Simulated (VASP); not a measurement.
Write the native input for VASP 6.6.1 that does the following.

```
Task                   : single point
Functional             : LDA
Potentials or basis    : VASP PAW LDA potentials, release 64 (Si)
Cutoff                 : 520 eV
k mesh                 : 14 × 14 × 14
Occupations            : gaussian, width 0.15 eV
Spin                   : no spin polarisation
Dipole correction      : no
Further INCAR settings : ALGO = Fast; EDIFF = 1e-06; NBANDS = 16
```

The structure of Si lies in POSCAR:

```
Si
1.0
    0.0165459641      2.6473542551      4.5885893296
    2.4320087322      0.0152000546      4.5885893296
    2.4485546963      2.6625543097      0.0000000000
Si
4
Direct
    0.7297169282      0.2702830718      0.7297169282
    0.2702830718      0.7297169282      0.2702830718
    0.7744251954      0.7744251954      0.2255748046
    0.2255748046      0.2255748046      0.7744251954
```

This cell differs from its parent crystal: strain +0.0125 x Voigt [0, 0, 0, 0, 0, 1].

These files were run (other wordings do the same):

INCAR

```
ALGO     = Fast           # electronic algorithm
EDIFF    = 1E-6           # SCF threshold, eV
ENCUT    = 520            # plane-wave cutoff, eV
ISIF     = 2              # what is computed and relaxed
ISMEAR   = 0              # smearing method
LASPH    = T              # aspherical terms in the spheres
LCHARG   = F              # write CHGCAR
LREAL    = F              # projectors in reciprocal space
LWAVE    = F              # write WAVECAR
NBANDS   = 16             # bands
NELM     = 100            # most SCF steps
PREC     = Accurate       # precision mode
SIGMA    = 0.15           # smearing width, eV
```

KPOINTS

```
k-points
0
Gamma
  14 14 14
```

Potentials or basis: VASP PAW LDA potentials, release 64 (Si).

Launch:

```sh
$ cat potpaw_LDA.64/Si/POTCAR > POTCAR
$ mpirun -np 1 vasp_std > vasp.out
```

Results of the run:

| Item | Value |
| --- | --- |
| Pressure | 0.1 GPa |
| Largest force | 0.020 eV/Å |
| Band gap on the k mesh | zero (bands 8 and 9 overlap by 3.93 eV) |

Caveat: the cell differs from its parent crystal (strain +0.0125 x Voigt [0, 0, 0, 0, 0, 1]).

It took 13 min on 1 thread of Oxide Virtual Turin-like Processor, with other jobs on the host, peak memory 0.52 GiB.
